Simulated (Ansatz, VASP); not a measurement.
**CoSi in VASP and in Ansatz**

```
CELL_PARAMETERS angstrom
0.00000 2.31250 2.31250
2.31250 0.00000 2.31250
2.31250 2.31250 0.00000
ATOMIC_POSITIONS crystal
Co 0.00000 0.00000 0.00000
Si 0.50000 0.50000 0.50000
```

Alike in both runs: task relaxation of cell and atoms; functional r2SCAN; k mesh 20 × 20 × 20; occupations gaussian, width 0.1 eV; no spin polarisation.

```csv
,VASP,Ansatz
version,VASP 6.6.1,Ansatz 0.2.0
potentials or method,"VASP PAW PBE potentials, release 64 (Co, Si), cutoff 600 eV","scalar-relativistic, plane waves, PAW"
valence electrons in the cell,13,21
```

|  | VASP | Ansatz | Ansatz less VASP |
| --- | --- | --- | --- |
| gap on the k mesh at the Fermi level, each at its own relaxed structure (eV) | none | none | - |
| relaxed volume (Å³/atom) | 12.40 | 12.40 | +0.002 |
| relaxed length of the cell vector where the two differ most in proportion (Å) | 3.273 | 3.273 | +0.0002 |

VASP's potentials were made for PBE, not for r2SCAN. A gap of «none» marks a metal or a gap that the smearing closes. VASP's potentials hold 13 valence electrons a cell and Ansatz's 21, so a difference there can come from the potentials and not from the codes.
